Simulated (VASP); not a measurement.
# Ge (Fd-3m) in VASP: further runs

The runs below take Ge through single point, with PBE.

All numbers are computed with VASP 6.6.1; they aren't measurements. Logs are shortened: lines on timing, memory, paths and dates and some standing lists are left out, and cuts for length are marked.

**1. The cell of the first run**

It takes space group Fd-3m (No. 227, cubic). The conventional cell has a = 5.763 Å, b = 5.763 Å, c = 5.763 Å, α = 90.00°, β = 90.00°, γ = 90.00°. Within 3.3 Å of Ge (site symmetry -43m) lie 4 Ge at 2.50 Å.

**2. Single point, PBE**

The input, INCAR:

```
SYSTEM = Ge
  PREC = Accurate
  ENCUT = 500
  EDIFF = 1E-6
  ISMEAR = -1
  SIGMA = 0.1
  LREAL = .FALSE.
  LASPH = .TRUE.
  NELM = 120
  ALGO = Normal
  ISIF = 2
  LWAVE = .FALSE.
  LCHARG = .TRUE.
  GGA = PE
  LELF = .TRUE.
  LVHAR = .TRUE.
  NBANDS = 21
  GGA_COMPAT = .FALSE.
```

The input, KPOINTS:

```
regular mesh
0
G
  4 4 4
  0 0 0
```

The input, POSCAR:

```
Ge
1.0
   -2.8813858188      0.0000000000      2.8813858188
    0.0000000000      2.8813858188      2.8813858188
   -2.8813858188      2.8813858188      0.0000000000
Ge
2
Direct
    0.0000000000      0.0000000000      0.0000000000
    0.2500000000      0.2500000000      0.2500000000
```

Potentials or basis: VASP PAW PBE potentials, release 64 (Ge_d).

Started as:

```bash
> cat potpaw_PBE.64/Ge_d/POTCAR > POTCAR
> mpirun -np 1 vasp_std > vasp.out
```

OUTCAR:

```text
SYSTEM = Ge
   PREC = Accurate
   ENCUT = 500
   EDIFF = 1E-6
   ISMEAR = -1
   LREAL = .FALSE.
   LASPH = .TRUE.
   NELM = 120
   ISIF = 2
   GGA = PE

 ion  position               nearest neighbor table
   1  0.000  0.000  0.000-   2 2.50   2 2.50   2 2.50   2 2.50
   2  0.250  0.250  0.250-   1 2.50   1 2.50   1 2.50   1 2.50

  LATTYP: Found a face centered cubic cell.
 ALAT       =     5.7627716376

  Lattice vectors:

 A1 = (  -2.8813858188,   0.0000000000,   2.8813858188)
 A2 = (   0.0000000000,   2.8813858188,   2.8813858188)
 A3 = (  -2.8813858188,   2.8813858188,   0.0000000000)

Analysis of symmetry for initial positions (statically):
=====================================================================
 Subroutine PRICEL returns:
 Original cell was already a primitive cell.

 Routine SETGRP: Setting up the symmetry group for a
 face centered cubic supercell.

 Subroutine GETGRP returns: Found 48 space group operations
 (whereof 24 operations were pure point group operations)
 out of a pool of 48 trial point group operations.

The static configuration has the point symmetry T_d .
 The point group associated with its full space group is O_h .

Analysis of symmetry for dynamics (positions and initial velocities):
=====================================================================
 Subroutine PRICEL returns:
 Original cell was already a primitive cell.

 Routine SETGRP: Setting up the symmetry group for a
 face centered cubic supercell.

 Subroutine GETGRP returns: Found 48 space group operations
 (whereof 24 operations were pure point group operations)
 out of a pool of 48 trial point group operations.

The dynamic configuration has the point symmetry T_d .
 The point group associated with its full space group is O_h .

 Subroutine INISYM returns: Found 48 space group operations
 (whereof 24 operations are pure point group operations),
 and found     1 'primitive' translations

----------------------------------------------------------------------------------------

                                     Primitive cell

  volume of cell :      47.8447

  direct lattice vectors                    reciprocal lattice vectors
    -2.881385819  0.000000000  2.881385819    -0.173527612 -0.173527612  0.173527612
     0.000000000  2.881385819  2.881385819     0.173527612  0.173527612  0.173527612
    -2.881385819  2.881385819  0.000000000    -0.173527612  0.173527612 -0.173527612

  length of vectors
     4.074894903  4.074894903  4.074894903     0.300558640  0.300558640  0.300558640

  position of ions in fractional coordinates (direct lattice)
     0.000000000  0.000000000  0.000000000
     0.250000000  0.250000000  0.250000000

  ion indices of the primitive-cell ions
   primitive index   ion index
                 1           1
                 2           2

----------------------------------------------------------------------------------------

 KPOINTS: regular mesh

Automatic generation of k-mesh.
 Grid dimensions read from file:
 generate k-points for:    4    4    4

 Generating k-lattice:

  Cartesian coordinates                     Fractional coordinates (reciprocal lattice)
    -0.043381903 -0.043381903  0.043381903     0.250000000  0.000000000  0.000000000
     0.043381903  0.043381903  0.043381903     0.000000000  0.250000000  0.000000000
    -0.043381903  0.043381903 -0.043381903     0.000000000  0.000000000  0.250000000

  Length of vectors
     0.075139660  0.075139660  0.075139660

  Shift w.r.t. Gamma in fractional coordinates (k-lattice)
     0.000000000  0.000000000  0.000000000

 Subroutine IBZKPT returns following result:
 ===========================================

 Found      8 irreducible k-points:

 Following reciprocal coordinates:
            Coordinates               Weight
  0.000000  0.000000  0.000000      1.000000
  0.250000  0.000000  0.000000      8.000000
  0.500000  0.000000  0.000000      4.000000
  0.250000  0.250000  0.000000      6.000000
  0.500000  0.250000  0.000000     24.000000
 -0.250000  0.250000  0.000000     12.000000
  0.500000  0.500000  0.000000      3.000000
 -0.250000  0.500000  0.250000      6.000000
   k-points           NKPTS =      8   k-points in BZ     NKDIM =      8   number of bands    NBANDS=     21
   number of dos      NEDOS =    301   number of ions     NIONS =      2
   total plane-waves  NPLWV =  27000
   dimension x,y,z NGX =    30 NGY =   30 NGZ =   30
   dimension x,y,z NGXF=    60 NGYF=   60 NGZF=   60
   ions per type =               2
   NGX,Y,Z   is equivalent  to a cutoff of  12.24, 12.24, 12.24 a.u.
   NGXF,Y,Z  is equivalent  to a cutoff of  24.48, 24.48, 24.48 a.u.
 SYSTEM =  Ge
   PREC   = accura    normal or accurate (medium, high low for compatibility)
   ISTART =      0    job   : 0-new  1-cont  2-samecut
   ICHARG =      2    charge: 1-file 2-atom 10-const
   ISPIN  =      1    spin polarized calculation?
   LNONCOLLINEAR =      F non collinear calculations
   LSORBIT =      F    spin-orbit coupling
   LASPH  =      T    aspherical Exc in radial PAW
   ENCUT  =  500.0 eV  36.75 Ry    6.06 a.u.   7.43  7.43  7.43*2*pi/ulx,y,z
   NELM   =    120;   NELMIN=  2; NELMDL= -5     # of ELM steps
   EDIFF  = 0.1E-05   stopping-criterion for ELM
   LREAL  =      F    real-space projection
   EDIFFG = 0.1E-04   stopping-criterion for IOM
   NSW    =      0    number of steps for IOM
   IBRION =     -1    ionic relax: 0-MD 1-quasi-New 2-CG
   NFREE  =      0    steps in history (QN), initial steepest desc. (CG)
   ISIF   =      2    stress and relaxation
   ISYM   =      2    0-nonsym 1-usesym 2-fastsym
   POTIM  = 0.5000    time-step for ionic-motion
   TEBEG  =    0.0;   TEEND  =   0.0 temperature during run
   PSTRESS=    0.0 pullay stress
   NELECT =      28.0000    total number of electrons
   NUPDOWN=      -1.0000    fix difference up-down
   EMIN   =  10.00;   EMAX   =-10.00  energy-range for DOS
   EFERMI =   0.00;   METHOD = LEGACY
   ISMEAR =    -1;   SIGMA  =   0.10  broadening in eV -4-tet -1-fermi 0-gaus
   EFERMI_NEDOS =   21; number of points for ismear=-14 and -15
   IALGO  =     38    algorithm
   IMIX   =      4    mixing-type and parameters
     AMIX     =   0.40;   BMIX     =  1.00
     AMIX_MAG =   1.60;   BMIX_MAG =  1.00
  volume/ion in A,a.u.               =      23.92       161.44
  Fermi-wavevector in a.u.,A,eV,Ry     =   1.369355  2.587706 25.512740  1.875133
  Thomas-Fermi vector in A             =   2.495238
   LORBIT       =      0    0 simple, 1 ext, 2 COOP (PROOUT), +10 PAW based schemes
   GGA     = PE    functional components
   LHFCALC =     F    Hartree Fock is set to
   AEXX    =    0.0000 exact exchange contribution
   IVDW    =     0    specifies the selected vdW correction
   LEPSILON=     F    determine dielectric tensor
   LRPA    =     F    only Hartree local field effects (RPA)
 non-spin polarized calculation
  energy-cutoff  :      500.00
  volume of cell :       47.84
 maximum number of plane-waves:      1243
 NGX is ok and might be reduce to    30
   NGX = 15   NGY = 15   NGZ = 15

 number of electron      27.9999979 magnetization

 Free energy of the ion-electron system (eV)
  ---------------------------------------------------
  ext. energy  EPLUGINS =         0.00000000
  ---------------------------------------------------
  free energy    TOTEN  =        -8.80089141 eV

  energy without entropy =       -8.78663886  energy(sigma->0) =       -8.79376514

 E-fermi :   4.4284     XC(G=0):  -9.6350

 val. band max:        4.0553529612   @ k =   0.0000   0.0000   0.0000
 cond. band min:       4.5084511414   @ k =   0.0000   0.0000   0.0000
 fundamental gap:      0.4530981802
 Fermi energy:         4.4284115188

 k-point     1 :       0.0000    0.0000    0.0000
  band No.  band energies     occupation
      1     -20.2122      2.00000
      2     -20.2122      2.00000
      3     -20.2122      2.00000
      4     -20.1807      2.00000
      5     -20.1807      2.00000
      6     -19.9976      2.00000
[... 13 lines left out ...]
     20      13.8238      0.00000
     21      13.8238      0.00000

 k-point     2 :       0.2500    0.0000    0.0000
  band No.  band energies     occupation
      1     -20.2280      2.00000
      2     -20.2280      2.00000
      3     -20.2046      2.00000
      4     -20.1561      2.00000
      5     -20.1561      2.00000
      6     -20.0214      2.00000
[... 13 lines left out ...]
     20      12.7380      0.00000
     21      12.7380      0.00000

 k-point     3 :       0.5000    0.0000    0.0000
  band No.  band energies     occupation
      1     -20.2336      2.00000
      2     -20.2336      2.00000
      3     -20.1965      2.00000
      4     -20.1443      2.00000
      5     -20.1443      2.00000
      6     -20.0296      2.00000
[... 13 lines left out ...]
     20      14.9476      0.00000
     21      15.4339      0.00000

 k-point     4 :       0.2500    0.2500    0.0000
  band No.  band energies     occupation
      1     -20.2283      2.00000
      2     -20.2283      2.00000
      3     -20.2169      2.00000
      4     -20.1514      2.00000
      5     -20.1213      2.00000
      6     -20.0731      2.00000
[... 13 lines left out ...]
     20      14.3788      0.00000
     21      14.8557      0.00000

 k-point     5 :       0.5000    0.2500    0.0000
  band No.  band energies     occupation
      1     -20.2517      2.00000
      2     -20.2390      2.00000
      3     -20.1789      2.00000
      4     -20.1215      2.00000
      5     -20.1043      2.00000
      6     -20.0880      2.00000
[... 13 lines left out ...]
     20      15.6011      0.00000
     21      15.8022      0.00000

 k-point     6 :      -0.2500    0.2500    0.0000
  band No.  band energies     occupation
      1     -20.2476      2.00000
      2     -20.2410      2.00000
      3     -20.1738      2.00000
      4     -20.1424      2.00000
      5     -20.1192      2.00000
      6     -20.0569      2.00000
[... 13 lines left out ...]
     20      13.6983      0.00000
     21      16.0505      0.00000

 k-point     7 :       0.5000    0.5000    0.0000
  band No.  band energies     occupation
      1     -20.2421      2.00000
      2     -20.2421      2.00000
      3     -20.1663      2.00000
      4     -20.1662      2.00000
      5     -20.0825      2.00000
      6     -20.0825      2.00000
[... 13 lines left out ...]
     20      15.5864      0.00000
     21      17.0439      0.00000

 k-point     8 :      -0.2500    0.5000    0.2500
  band No.  band energies     occupation
      1     -20.2537      2.00000
      2     -20.2537      2.00000
      3     -20.1302      2.00000
      4     -20.1302      2.00000
      5     -20.0887      2.00000
      6     -20.0887      2.00000
[... 13 lines left out ...]
     20      15.1178      0.00000
     21      17.1030      0.00000

------------------------ aborting loop because EDIFF is reached ----------------------------------------

  FORCE on cell =-STRESS in cart. coord.  units (eV):
  Direction    XX          YY          ZZ          XY          YZ          ZX
  --------------------------------------------------------------------------------------
  -------------------------------------------------------------------------------------
  Total        0.2633866      0.2633866      0.2633866      0.0000000      0.0000000      0.0000000
  in kB        8.8200301      8.8200301      8.8200301      0.0000000      0.0000000      0.0000000
  external PRESSURE =       8.8200301 kB  Pullay stress =       0.0000000 kB

 VOLUME and BASIS-vectors are now :
 -----------------------------------------------------------------------------
  energy-cutoff  :      500.00
  volume of cell :       47.84
      direct lattice vectors                 reciprocal lattice vectors
    -2.881385819  0.000000000  2.881385819    -0.173527612 -0.173527612  0.173527612
     0.000000000  2.881385819  2.881385819     0.173527612  0.173527612  0.173527612
    -2.881385819  2.881385819  0.000000000    -0.173527612  0.173527612 -0.173527612

 POSITION                                       TOTAL-FORCE (eV/Angst)
 -----------------------------------------------------------------------------------
      0.00000      0.00000      0.00000        -0.000000      0.000000      0.000000
     -1.44069      1.44069      1.44069         0.000000     -0.000000     -0.000000
 -----------------------------------------------------------------------------------
    total drift:                                0.000000      0.000000      0.000000

  FREE ENERGIE OF THE ION-ELECTRON SYSTEM (eV)
  ---------------------------------------------------
  free  energy   TOTEN  =        -8.8008914075 eV

  energy  without entropy=       -8.7866388631  energy(sigma->0) =       -8.79376514
```

Wall time 7.2 s (1 thread of Intel Xeon Platinum 8488C (Sapphire Rapids), shared host); peak memory 0.16 GiB.

Results:

| Quantity | Value |
| --- | --- |
| Free energy | -8.8009 eV |
| Pressure | 0.9 GPa |
| Band gap on the k mesh | zero (filled and empty bands touch) |

Levels at points of the mesh, in eV from the Fermi level:
```
           k point  band 10  band 11  band 12  band 13  band 14  band 15  band 16  band 17  band 18  band 19
(0.00, 0.00, 0.00)   -24.42   -12.29    -0.37     0.08     0.08     0.08     2.59     2.59     2.59     6.39
(0.50, 0.00, 0.00)   -24.39   -10.33    -7.28    -1.25    -1.25     0.10     3.78     3.78     7.18    10.32
(0.50, 0.50, 0.00)   -24.38    -8.61    -8.61    -2.81    -2.81     0.89     0.89     9.14     9.14    11.16
```

Caveat: the k points lie up to 0.47 Å⁻¹ apart.

**3. Single point, PBE**

The input, INCAR:

```
  PREC = Accurate
  ENCUT = 500
  EDIFF = 1E-6
  ISMEAR = -1
  SIGMA = 0.1
  LREAL = False
  LASPH = True
  NELM = 120
  ALGO = Normal
  ISIF = 2
  LWAVE = False
  LCHARG = False
  GGA = PE
  NBANDS = 21
  GGA_COMPAT = False
```

The input, KPOINTS:

```
regular mesh
0
Gamma
  4 4 4
```

POSCAR is that of step 2.

Potentials or basis: VASP PAW PBE potentials, release 64 (Ge_d).

Started as:

```bash
> cat potpaw_PBE.64/Ge_d/POTCAR > POTCAR
> mpirun -np 1 vasp_std > vasp.out
```

It took 6.4 s on 1 thread of Intel Xeon Platinum 8488C (Sapphire Rapids), shared host; peak memory 0.16 GiB.

It converged, with:

| Item | Value |
| --- | --- |
| Free energy | -8.8009 eV |
| Pressure | 0.9 GPa |
| Band gap on the k mesh | zero (filled and empty bands touch) |

Levels at points of the mesh, in eV from the Fermi level:
```csv
k point,band 10,band 11,band 12,band 13,band 14,band 15,band 16,band 17,band 18,band 19
"(0.00, 0.00, 0.00)",-24.42,-12.29,-0.37,0.08,0.08,0.08,2.59,2.59,2.59,6.39
"(0.50, 0.00, 0.00)",-24.39,-10.33,-7.28,-1.25,-1.25,0.10,3.78,3.78,7.18,10.32
"(0.50, 0.50, 0.00)",-24.38,-8.61,-8.61,-2.81,-2.81,0.89,0.89,9.14,9.14,11.16
```

Caveat: the k points lie up to 0.47 Å⁻¹ apart.
